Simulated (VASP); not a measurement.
# MgO (P-6m2) in VASP: further runs

Runs on MgO. Level: r2SCAN. Tasks: single point.

Everything below comes from runs of VASP 6.6.1. Logs are shortened: lines on timing, memory, paths and dates and some standing lists are left out, and cuts for length are marked.

## 1. The cell of the first run

Symmetry: P-6m2, No. 187, hexagonal system. The conventional cell has a = 2.885 Å, b = 2.885 Å, c = 2.631 Å, α = 90.00°, β = 90.00°, γ = 120.00°. Mg (site symmetry -6m2) has 6 O at 2.12 Å and 8 Mg at 2.63 to 2.88 Å within 2.9 Å. O (site symmetry -6m2) has 6 Mg at 2.12 Å and 8 O at 2.63 to 2.88 Å within 2.9 Å.

## 2. Single point, r2SCAN

Input file POSCAR:

```
MgO
1.0
    2.8848324248      0.0000000000      0.0000000000
   -1.4424157215      2.4983383395      0.0000000000
    0.0000000000      0.0000000000      2.6311683109
Mg O
1 1
Direct
    0.0000000000      0.0000000000      0.0000000000
    0.3333333333      0.6666666667      0.5000000000
```

Input file INCAR.step1:

```
SYSTEM = MgO
ALGO = Normal ; EDIFF = 1E-5
ENCUT = 920 ; GGA = PE
GGA_COMPAT = .FALSE. ; ISMEAR = 0
LASPH = .TRUE. ; LCHARG = .FALSE.
LREAL = .FALSE. ; LWAVE = .TRUE.
NBANDS = 15 ; NELM = 120
PREC = Accurate ; SIGMA = 0.01
```

Input file INCAR.step2:

```
SYSTEM = MgO
ALGO = Normal ; EDIFF = 1E-6
ENCUT = 920 ; GGA_COMPAT = .FALSE.
ISIF = 2 ; ISMEAR = 0
ISTART = 1 ; LASPH = .TRUE.
LCHARG = .FALSE. ; LMIXTAU = .TRUE.
LREAL = .FALSE. ; LWAVE = .FALSE.
METAGGA = R2SCAN ; NBANDS = 15
NELM = 120 ; PREC = Accurate
SIGMA = 0.01
```

Input file KPOINTS:

```
k-points
0
G
  12 12 8
  0 0 0
```

Potentials or basis: VASP PAW PBE potentials, release 64 (Mg_sv, O).

Launch:

```console
$ cat potpaw_PBE.64/Mg_sv/POTCAR potpaw_PBE.64/O/POTCAR > POTCAR
$ cp INCAR.step1 INCAR
$ mpirun -np 1 vasp_std > vasp.out
$ cp INCAR.step2 INCAR
$ mpirun -np 1 vasp_std > vasp.out
```

OUTCAR:

```text
SYSTEM = MgO
   EDIFF = 1E-6
   ENCUT = 920
   ISIF = 2
   ISMEAR = 0
   ISTART = 1
   LASPH = .TRUE.
   LREAL = .FALSE.
   METAGGA = R2SCAN
   NELM = 120
   PREC = Accurate

 ion  position               nearest neighbor table
   1  0.000  0.000  0.000-   2 2.12   2 2.12   2 2.12   2 2.12   2 2.12   2 2.12
   2  0.333  0.667  0.500-   1 2.12   1 2.12   1 2.12   1 2.12   1 2.12   1 2.12

  LATTYP: Found a hexagonal cell.
 ALAT       =     2.8848324248
 C/A-ratio  =     0.9120697231

  Lattice vectors:

 A1 = (   2.8848324248,   0.0000000000,   0.0000000000)
 A2 = (  -1.4424157215,   2.4983383395,   0.0000000000)
 A3 = (   0.0000000000,   0.0000000000,   2.6311683109)

Analysis of symmetry for initial positions (statically):
=====================================================================
 Subroutine PRICEL returns:
 Original cell was already a primitive cell.

 Routine SETGRP: Setting up the symmetry group for a
 hexagonal supercell.

 Subroutine GETGRP returns: Found 12 space group operations
 (whereof 12 operations were pure point group operations)
 out of a pool of 24 trial point group operations.

The static configuration has the point symmetry D_3h.

Analysis of symmetry for dynamics (positions and initial velocities):
=====================================================================
 Subroutine PRICEL returns:
 Original cell was already a primitive cell.

 Routine SETGRP: Setting up the symmetry group for a
 hexagonal supercell.

 Subroutine GETGRP returns: Found 12 space group operations
 (whereof 12 operations were pure point group operations)
 out of a pool of 24 trial point group operations.

The dynamic configuration has the point symmetry D_3h.

 Subroutine INISYM returns: Found 12 space group operations
 (whereof 12 operations are pure point group operations),
 and found     1 'primitive' translations

----------------------------------------------------------------------------------------

                                     Primitive cell

  volume of cell :      18.9636

  direct lattice vectors                    reciprocal lattice vectors
     2.884832425  0.000000000  0.000000000     0.346640585  0.200132953  0.000000000
    -1.442415721  2.498338340  0.000000000     0.000000000  0.400266043  0.000000000
     0.000000000  0.000000000  2.631168311     0.000000000  0.000000000  0.380059305

  length of vectors
     2.884832425  2.884832330  2.631168311     0.400266029  0.400266043  0.380059305

  position of ions in fractional coordinates (direct lattice)
     0.000000000  0.000000000  0.000000000
     0.333333333  0.666666667  0.500000000

  ion indices of the primitive-cell ions
   primitive index   ion index
                 1           1
                 2           2

----------------------------------------------------------------------------------------

 KPOINTS: k-points

Automatic generation of k-mesh.
 Grid dimensions read from file:
 generate k-points for:   12   12    8

 Generating k-lattice:

  Cartesian coordinates                     Fractional coordinates (reciprocal lattice)
     0.028886715  0.016677746  0.000000000     0.083333333  0.000000000  0.000000000
     0.000000000  0.033355504  0.000000000     0.000000000  0.083333333  0.000000000
     0.000000000  0.000000000  0.047507413     0.000000000  0.000000000  0.125000000

  Length of vectors
     0.033355502  0.033355504  0.047507413

  Shift w.r.t. Gamma in fractional coordinates (k-lattice)
     0.000000000  0.000000000  0.000000000

 Subroutine IBZKPT returns following result:
 ===========================================

 Found     95 irreducible k-points:

 Following reciprocal coordinates:
            Coordinates               Weight
  0.000000  0.000000  0.000000      1.000000
  0.083333  0.000000  0.000000      6.000000
  0.166667 -0.000000  0.000000      6.000000
  0.250000  0.000000  0.000000      6.000000
  0.333333  0.000000  0.000000      6.000000
  0.416667  0.000000  0.000000      6.000000
[... 16 lines left out ...]
  0.250000  0.000000  0.125000     12.000000
  0.333333  0.000000  0.125000     12.000000
 [... further k-points ...]
   k-points           NKPTS =     95   k-points in BZ     NKDIM =     95   number of bands    NBANDS=     15
   number of dos      NEDOS =    301   number of ions     NIONS =      2
   total plane-waves  NPLWV =  25200
   dimension x,y,z NGX =    30 NGY =   30 NGZ =   28
   dimension x,y,z NGXF=    60 NGYF=   60 NGZF=   56
   ions per type =               1   1
   NGX,Y,Z   is equivalent  to a cutoff of  17.29, 17.29, 17.69 a.u.
   NGXF,Y,Z  is equivalent  to a cutoff of  34.58, 34.58, 35.38 a.u.
 SYSTEM =  MgO
   PREC   = accura    normal or accurate (medium, high low for compatibility)
   ISTART =      1    job   : 0-new  1-cont  2-samecut
   ICHARG =      0    charge: 1-file 2-atom 10-const
   ISPIN  =      1    spin polarized calculation?
   LNONCOLLINEAR =      F non collinear calculations
   LSORBIT =      F    spin-orbit coupling
   LASPH  =      T    aspherical Exc in radial PAW
   ENCUT  =  920.0 eV  67.62 Ry    8.22 a.u.   7.13  7.13  6.51*2*pi/ulx,y,z
   NELM   =    120;   NELMIN=  2; NELMDL=  0     # of ELM steps
   EDIFF  = 0.1E-05   stopping-criterion for ELM
   LREAL  =      F    real-space projection
   EDIFFG = 0.1E-04   stopping-criterion for IOM
   NSW    =      0    number of steps for IOM
   IBRION =     -1    ionic relax: 0-MD 1-quasi-New 2-CG
   NFREE  =      0    steps in history (QN), initial steepest desc. (CG)
   ISIF   =      2    stress and relaxation
   ISYM   =      2    0-nonsym 1-usesym 2-fastsym
   POTIM  = 0.5000    time-step for ionic-motion
   TEBEG  =    0.0;   TEEND  =   0.0 temperature during run
   PSTRESS=    0.0 pullay stress
   NELECT =      16.0000    total number of electrons
   NUPDOWN=      -1.0000    fix difference up-down
   EMIN   =  10.00;   EMAX   =-10.00  energy-range for DOS
   EFERMI =   0.00;   METHOD = LEGACY
   ISMEAR =     0;   SIGMA  =   0.01  broadening in eV -4-tet -1-fermi 0-gaus
   EFERMI_NEDOS =   21; number of points for ismear=-14 and -15
   IALGO  =     38    algorithm
   IMIX   =      4    mixing-type and parameters
     AMIX     =   0.40;   BMIX     =  1.00
     AMIX_MAG =   1.60;   BMIX_MAG =  1.00
  volume/ion in A,a.u.               =       9.48        63.99
  Fermi-wavevector in a.u.,A,eV,Ry     =   1.546944  2.923301 32.559239  2.393037
  Thomas-Fermi vector in A             =   2.652108
   LORBIT       =      0    0 simple, 1 ext, 2 COOP (PROOUT), +10 PAW based schemes
   METAGGA = R2SCAN    functional components
   LHFCALC =     F    Hartree Fock is set to
   AEXX    =    0.0000 exact exchange contribution
   IVDW    =     0    specifies the selected vdW correction
   LEPSILON=     F    determine dielectric tensor
   LRPA    =     F    only Hartree local field effects (RPA)
 non-spin polarized calculation
 Gauss-broadening in eV      SIGMA  =   0.01
  energy-cutoff  :      920.00
  volume of cell :       18.96
 maximum number of plane-waves:      1221
 NGX is ok and might be reduce to    30
   NGX = 15   NGY = 15   NGZ = 13

 number of electron      16.0000002 magnetization

 Free energy of the ion-electron system (eV)
  ---------------------------------------------------
  ext. energy  EPLUGINS =         0.00000000
  ---------------------------------------------------
  free energy    TOTEN  =       -15.40923308 eV

  energy without entropy =      -15.40923308  energy(sigma->0) =      -15.40923308

 E-fermi :   3.1817     XC(G=0): -11.9308

 val. band max:        3.0926053591   @ k =   0.3333   0.3333   0.0000
 cond. band min:       7.3288830659   @ k =   0.0000   0.0000   0.0000
 fundamental gap:      4.2362777068
 Fermi energy:         3.1817179408

 k-point     1 :       0.0000    0.0000    0.0000
  band No.  band energies     occupation
      1     -72.8418      2.00000
      2     -37.9388      2.00000
      3     -37.9388      2.00000
      4     -37.8728      2.00000
      5     -15.5831      2.00000
      6       2.4284      2.00000
      7       2.4284      2.00000
      8       2.6757      2.00000
      9       7.3289      0.00000
     10      16.2002      0.00000
     11      20.2108      0.00000
     12      20.2108      0.00000
     13      24.8992      0.00000
     14      26.3161      0.00000
     15      28.0396      0.00000

 k-point     2 :       0.0833    0.0000    0.0000
  band No.  band energies     occupation
      1     -72.8412      2.00000
      2     -37.9446      2.00000
      3     -37.9401      2.00000
      4     -37.8722      2.00000
      5     -15.5157      2.00000
      6       1.9647      2.00000
      7       2.3725      2.00000
      8       2.6988      2.00000
      9       7.7636      0.00000
     10      16.2525      0.00000
     11      19.4289      0.00000
     12      20.4273      0.00000
     13      25.9423      0.00000
     14      26.1519      0.00000
     15      28.0301      0.00000

 k-point     3 :       0.1667   -0.0000    0.0000
  band No.  band energies     occupation
      1     -72.8398      2.00000
      2     -37.9603      2.00000
      3     -37.9436      2.00000
      4     -37.8703      2.00000
      5     -15.3262      2.00000
      6       0.9406      2.00000
      7       2.2241      2.00000
      8       2.7629      2.00000
      9       8.7019      0.00000
     10      16.1338      0.00000
     11      18.5017      0.00000
     12      21.0118      0.00000
     13      25.6876      0.00000
     14      26.4542      0.00000
     15      28.4901      0.00000

 k-point     4 :       0.2500    0.0000    0.0000
  band No.  band energies     occupation
      1     -72.8378      2.00000
      2     -37.9817      2.00000
      3     -37.9484      2.00000
      4     -37.8678      2.00000
      5     -15.0531      2.00000
      6      -0.1828      2.00000
      7       2.0305      2.00000
      8       2.8528      2.00000
      9       9.6752      0.00000
     10      15.5566      0.00000
     11      18.3606      0.00000
     12      21.7786      0.00000
     13      25.0288      0.00000
     14      26.1031      0.00000
     15      29.2258      0.00000
[... 307 lines left out ...]
 k-point    22 :       0.1667   -0.0000    0.1250
  band No.  band energies     occupation
      1     -72.8379      2.00000
      2     -37.9580      2.00000
      3     -37.9416      2.00000
      4     -37.8901      2.00000
      5     -15.1839      2.00000
      6       0.9708      2.00000
      7       1.9083      2.00000
      8       2.2983      2.00000
      9       9.3328      0.00000
     10      16.2584      0.00000
     11      18.8757      0.00000
     12      21.1418      0.00000
     13      23.8284      0.00000
     14      27.1342      0.00000
     15      27.9698      0.00000

 k-point    23 :       0.2500    0.0000    0.1250
  band No.  band energies     occupation
      1     -72.8359      2.00000
      2     -37.9791      2.00000
      3     -37.9464      2.00000
      4     -37.8871      2.00000
      5     -14.9217      2.00000
      6      -0.0595      2.00000
      7       2.0196      2.00000
      8       2.1028      2.00000
      9      10.1585      0.00000
     10      15.6825      0.00000
     11      18.8220      0.00000
     12      21.7890      0.00000
     13      22.6266      0.00000
     14      27.5405      0.00000
     15      28.6263      0.00000

 k-point    24 :       0.3333    0.0000    0.1250
  band No.  band energies     occupation
      1     -72.8339      2.00000
      2     -37.9999      2.00000
      3     -37.9511      2.00000
      4     -37.8841      2.00000
      5     -14.6414      2.00000
      6      -0.9909      2.00000
      7       1.9166      2.00000
      8       2.1715      2.00000
      9      10.7309      0.00000
     10      15.2187      0.00000
     11      18.8675      0.00000
     12      21.9747      0.00000
     13      22.2943      0.00000
     14      28.2917      0.00000
     15      29.1362      0.00000

 [... further k-points ...]

------------------------ aborting loop because EDIFF is reached ----------------------------------------

  FORCE on cell =-STRESS in cart. coord.  units (eV):
  Direction    XX          YY          ZZ          XY          YZ          ZX
  --------------------------------------------------------------------------------------
  -------------------------------------------------------------------------------------
  Total        0.3594678      0.3594679      0.5298199      0.0000001     -0.0000000     -0.0000000
  in kB       30.3703745     30.3703787     44.7629148      0.0000060     -0.0000000     -0.0000000
  external PRESSURE =      35.1678893 kB  Pullay stress =       0.0000000 kB

 VOLUME and BASIS-vectors are now :
 -----------------------------------------------------------------------------
  energy-cutoff  :      920.00
  volume of cell :       18.96
      direct lattice vectors                 reciprocal lattice vectors
     2.884832425  0.000000000  0.000000000     0.346640585  0.200132953  0.000000000
    -1.442415721  2.498338340  0.000000000     0.000000000  0.400266043  0.000000000
     0.000000000  0.000000000  2.631168311     0.000000000  0.000000000  0.380059305

 POSITION                                       TOTAL-FORCE (eV/Angst)
 -----------------------------------------------------------------------------------
      0.00000      0.00000      0.00000         0.000000      0.000000      0.000000
      0.00000      1.66556      1.31558         0.000000      0.000000      0.000000
 -----------------------------------------------------------------------------------
    total drift:                                0.000007     -0.000002     -0.000000

  FREE ENERGIE OF THE ION-ELECTRON SYSTEM (eV)
  ---------------------------------------------------
  free  energy   TOTEN  =       -15.4092330828 eV

  energy  without entropy=      -15.4092330828  energy(sigma->0) =      -15.40923308
```

Run time: 3.5 min. Hardware: 1 thread of Intel Xeon Platinum 8259CL at 2.50GHz (Skylake/Cascade Lake), shared host; peak memory 0.2 GiB.

Results:

```
Free energy            : -15.4092 eV
Pressure               : 3.5 GPa
Band gap on the k mesh : 4.24 eV (least direct gap 4.65 eV)
```

Stress tensor (GPa, compression positive):
```
3.04 0.00 0.00
0.00 3.04 0.00
0.00 0.00 4.48
```

Caveat: the cell stands under pressure; the PAW data sets were made with another functional, which shifts forces and pressure a little.

[end of part 1 of 2]
